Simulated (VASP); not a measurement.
Input of a VASP 6.6.1 run:

The input INCAR:

```
SYSTEM = Ca8CO
ALGO = Normal
DIPOL = 0.5 0.5 0.281
EDIFF = 1E-6
ENCUT = 520
GGA = PE
IDIPOL = 3
ISIF = 2
ISMEAR = 0
LASPH = .TRUE.
LCHARG = .FALSE.
LDIPOL = .TRUE.
LREAL = .FALSE.
LWAVE = .FALSE.
NBANDS = 56
NELM = 100
PREC = Accurate
SIGMA = 0.1
```

Contents of KPOINTS:

```
k-points
0
G
  4 4 1
  0 0 0
```

File POSCAR:

```
Ca8CO
1.0
    7.8132359319      0.0000000000      0.0000000000
    0.0000000000      7.8132359319      0.0000000000
    0.0000000000      0.0000000000     20.6093934330
Ca C O
8 1 1
Direct
    0.2500000000      0.2500000000      0.1940862555
    0.2500000000      0.7500000000      0.1940862555
    0.7500000000      0.2500000000      0.1940862555
    0.7500000000      0.7500000000      0.1940862555
    0.0000000000      0.0000000000      0.3206981057
    0.0000000000      0.5000000000      0.3206981057
    0.5000000000      0.0000000000      0.3206981057
    0.5000000000      0.5000000000      0.3206981057
    0.0554583257      0.7500000000      0.3750422572
    0.4445416743      0.7500000000      0.3750422572
```

Potentials or basis: VASP PAW PBE potentials, release 64 (Ca_sv, C, O).

Run with:

```sh
$ cat potpaw_PBE.64/Ca_sv/POTCAR potpaw_PBE.64/C/POTCAR potpaw_PBE.64/O/POTCAR > POTCAR
$ mpirun -np 1 vasp_std > vasp.out
```

Question: Predict the largest force.

Answer: 2.290 eV/Å.

Question: Predict the band gap on the k mesh.

Answer: Zero (bands 45 and 46 overlap by 0.07 eV).

Forces on the atoms (eV/Å):
```
Ca   0.007  0.000 -0.300
Ca  -0.114  0.000  0.144
Ca  -0.001  0.000 -0.225
Ca   0.123  0.000 -0.153
Ca   0.024  0.173  0.329
Ca   0.024 -0.173  0.329
Ca  -0.480 -1.674  1.389
Ca  -0.480  1.674  1.389
C    0.305  0.000 -0.690
O    0.592  0.000 -2.212
```
